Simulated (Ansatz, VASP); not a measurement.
# One calculation of Nb, two programs

File INCAR:

```
PREC     = Accurate       # precision mode
ENCUT    = 520            # plane-wave cutoff, eV
EDIFF    = 1E-6           # SCF threshold, eV
ISMEAR   = -1             # smearing method
SIGMA    = 0.08           # smearing width, eV
LREAL    = F              # projectors in reciprocal space
LASPH    = T              # aspherical terms in the spheres
NELM     = 60             # most SCF steps
ALGO     = Normal         # electronic algorithm
ISIF     = 2              # what is computed and relaxed
LWAVE    = F              # write WAVECAR
LCHARG   = T              # write CHGCAR
GGA      = PE             # functional
LELF     = T              # ELF
LVHAR    = T            
NBANDS   = 20             # bands
```

File KPOINTS:

```
Automatic mesh
0
Gamma
  13 13 13
```

File POSCAR:

```
Nb
1.0
    0.0000000000      2.4926632566      2.4926632566
    2.4926632566      0.0000000000      2.4926632566
    2.4926632566      2.4926632566      0.0000000000
Nb
2
Direct
   -0.1250000000     -0.1250000000     -0.1250000000
    0.1250000000      0.1250000000      0.1250000000
```

Input for Ansatz:

```yaml
crystal:
  lattice:
    - [0.0, 2.4926632566, 2.4926632566]
    - [2.4926632566, 0.0, 2.4926632566]
    - [2.4926632566, 2.4926632566, 0.0]
  atoms:
    - { symbol: Nb, position: [-0.125, -0.125, -0.125] }
    - { symbol: Nb, position: [0.125, 0.125, 0.125] }
kpoints:
  mp_grid: { grid: [13, 13, 13] }
scf:
  occupations: { method: fermi_dirac, width: 0.08 }
hamiltonian:
  xc: pbe
  pseudopotentials: { kind: all_electron, lapw: { basis_error: 0.001 } }
output:
  forces: true
  stress: true
  eigenvalues: true
  populations: true
```

Change from the starting cell: volume scaled by 0.6, LAPW.

Alike in both runs: task single point; functional PBE; k mesh 13 × 13 × 13; occupations fermi-dirac, width 0.08 eV; no spin polarisation.

|  | VASP | Ansatz |
| --- | --- | --- |
| version | VASP 6.6.1 | Ansatz 0.2.0 |
| potentials or method | VASP PAW PBE potentials, release 64 (Nb_sv), cutoff 520 eV | all-electron LAPW, scalar-relativistic |

Ansatz gave:

```
pressure (GPa) : 99.1
```

Question: Estimate VASP's values.

Answer: Pressure (GPa): 99.2.

Both programs put the cell under a high pressure, so it lies far from rest at this level. Ansatz ran all-electron here, and VASP with PAW potentials.

Noted on VASP's run: the cell as given lies far from equilibrium.
